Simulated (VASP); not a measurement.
Ir, 2 atoms in the cell. Symmetry: C2/m, No. 12, monoclinic system. The conventional cell has a = 3.811 Å, b = 3.811 Å, c = 3.811 Å, α = 90.00°, β = 90.00°, γ = 90.00°. Within 3.3 Å of Ir (site symmetry m) lie 12 Ir at 2.52 to 2.88 Å.  This cell differs from its parent crystal: atoms displaced along several vibrational modes.

```yaml
Program: VASP 6.6.1
Task: single point
Functional: LDA
Potentials_or_basis: VASP PAW LDA potentials, release 64 (Ir)
Cutoff: 520 eV
k_mesh: 16 × 16 × 12
Occupations: gaussian, width 0.15 eV
Spin: no spin polarisation
Dipole_correction: no
Further_INCAR_settings: ALGO = Fast; EDIFF = 1e-06; NBANDS = 16
```

Potentials or basis: VASP PAW LDA potentials, release 64 (Ir).

The run is started by

```sh
$ cat potpaw_LDA.64/Ir/POTCAR > POTCAR
$ mpirun -np 1 vasp_std > vasp.out
```

Hardware: 1 thread of Intel Xeon 8259CL, with other jobs on the host.

Problem. Estimate the wall time of this run.

Solution. Run time: 4.5 min on 1 thread of Intel Xeon 8259CL, with other jobs on the host, peak memory 0.39 GiB. Counts: scf iterations 18, k points 826.
